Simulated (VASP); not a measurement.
Input of a VASP 6.6.1 run:

The input INCAR:

```
ALGO = Normal
EDIFF = 1E-7
ENCUT = 520
GGA = PE
ISIF = 2
ISMEAR = 0
LASPH = True
LCHARG = False
LREAL = False
LWAVE = False
NBANDS = 26
NELM = 100
PREC = Accurate
SIGMA = 0.05
```

File KPOINTS:

```
k-points
0
Gamma
  9 9 2
```

The input POSCAR:

```
MgO
1.0
    3.4446000000      0.0000000000      0.0000000000
   -1.7223000000      2.9831111059      0.0000000000
    0.0000000000      0.0000000000     10.5138967343
Mg O
4 4
Direct
    0.3333333333      0.6666666667      0.9694906392
    0.0000000000      0.0000000000      0.2208211786
    0.0000000000      0.0000000000      0.7208211786
    0.6666666667      0.3333333333      0.4694906392
    0.3333333333      0.6666666667      0.7800420079
    0.0000000000      0.0000000000      0.5296443544
    0.0000000000      0.0000000000      0.0296443544
    0.6666666667      0.3333333333      0.2800420079
```

Potentials or basis: VASP PAW PBE potentials, release 64 (Mg, O).

Run with:

```bash
$ cat potpaw_PBE.64/Mg/POTCAR potpaw_PBE.64/O/POTCAR > POTCAR
$ mpirun -np 1 vasp_std > vasp.out
```

Q: What does it give for the largest force?

A: 0.291 eV/Å.

Q: What does it give for the band gap on the k mesh?

A: 2.85 eV, direct.

Q: Estimate the pressure.

A: -9.4 GPa.

Stress tensor (GPa, compression positive):
```
-12.20   0.00   0.00
  0.00 -12.20   0.00
  0.00   0.00  -3.79
```

Expect the measured gap to be larger: semilocal functionals such as PBE lack the derivative discontinuity.
